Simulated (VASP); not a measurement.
## ZrC3: single point with r2SCAN

The system is ZrC3.

```
CELL_PARAMETERS angstrom
2.37475 4.11319 0.00000
-2.37475 4.11319 0.00000
0.00000 0.00000 7.93642
ATOMIC_POSITIONS crystal
Zr 0.33330 0.33340 0.25000
Zr 0.66660 0.66670 0.75000
Zr 0.00000 0.00000 0.00000
Zr 0.00000 0.00000 0.50000
C 0.50000 0.50000 0.00000
C 0.50000 0.00000 0.50000
C 0.00000 0.50000 0.00000
C 0.50000 0.50000 0.50000
C 0.50000 0.00000 0.00000
C 0.00000 0.50000 0.50000
C 0.83300 0.83300 0.25000
C 0.16700 0.66600 0.75000
C 0.33400 0.83300 0.25000
C 0.16700 0.16700 0.75000
C 0.83300 0.33400 0.25000
C 0.66600 0.16700 0.75000
```

```yaml
Program: VASP 6.6.1
Task: single point
Functional: r2SCAN
Potentials_or_basis: VASP PAW PBE potentials, release 64 (Zr_sv, C)
Cutoff: 520 eV
k_mesh: 6 × 6 × 4
Occupations: fermi-dirac, width 0.0156 eV
Spin: no spin polarisation
Dipole_correction: no
Further_INCAR_settings: LREAL = Auto; ALGO = Normal; EDIFF = 1e-06; NBANDS = 62
```

```
Pressure               : 2.5 GPa
Largest force          : 1.294 eV/Å
Band gap on the k mesh : zero (bands 48 and 49 overlap by 1.14 eV)
```

Forces on the atoms (eV/Å):
```
Zr   0.003 -0.002  0.000
Zr   0.003  0.002  0.000
Zr   0.000  0.000  0.000
Zr   0.000  0.000  0.000
C    0.000  0.000  0.000
C    0.000  0.000 -0.001
C    0.000  0.000 -0.001
C    0.000  0.000  0.000
C    0.000  0.000  0.001
C    0.000  0.000  0.001
C   -0.002 -1.294  0.000
C    1.120 -0.649  0.000
C    1.120  0.649  0.000
C   -0.002  1.294  0.000
C   -1.121  0.647  0.000
C   -1.121 -0.647  0.000
```

Stress tensor (GPa, compression positive):
```
1.65 0.00 0.00
0.00 1.65 0.00
0.00 0.00 4.19
```

Levels at points of the mesh, in eV from the Fermi level:
| k point | band 45 | band 46 | band 47 | band 48 | band 49 | band 50 | band 51 | band 52 |
| --- | --- | --- | --- | --- | --- | --- | --- | --- |
| (0.00, 0.00, 0.00) | -1.93 | -1.93 | -0.10 | 0.81 | 2.18 | 2.30 | 2.30 | 2.32 |
| (0.50, 0.00, 0.00) | -1.03 | -0.83 | -0.59 | -0.44 | -0.01 | 0.15 | 0.25 | 0.42 |
| (0.50, 0.50, 0.00) | -1.03 | -0.83 | -0.59 | -0.44 | -0.01 | 0.15 | 0.25 | 0.42 |
| (0.00, 0.00, 0.50) | -0.10 | -0.10 | 0.82 | 0.82 | 0.82 | 0.82 | 1.20 | 1.20 |
| (0.50, 0.00, 0.50) | -0.74 | -0.74 | -0.26 | -0.26 | 0.00 | 0.00 | 0.30 | 0.30 |
| (0.50, 0.50, 0.50) | -0.74 | -0.74 | -0.26 | -0.26 | 0.00 | 0.00 | 0.30 | 0.30 |

Wall time 37 min on 1 thread of Intel Xeon 8259CL (shared host), peak memory 0.42 GiB.

Caveat: the PAW data sets were made with another functional, which shifts forces and pressure a little.
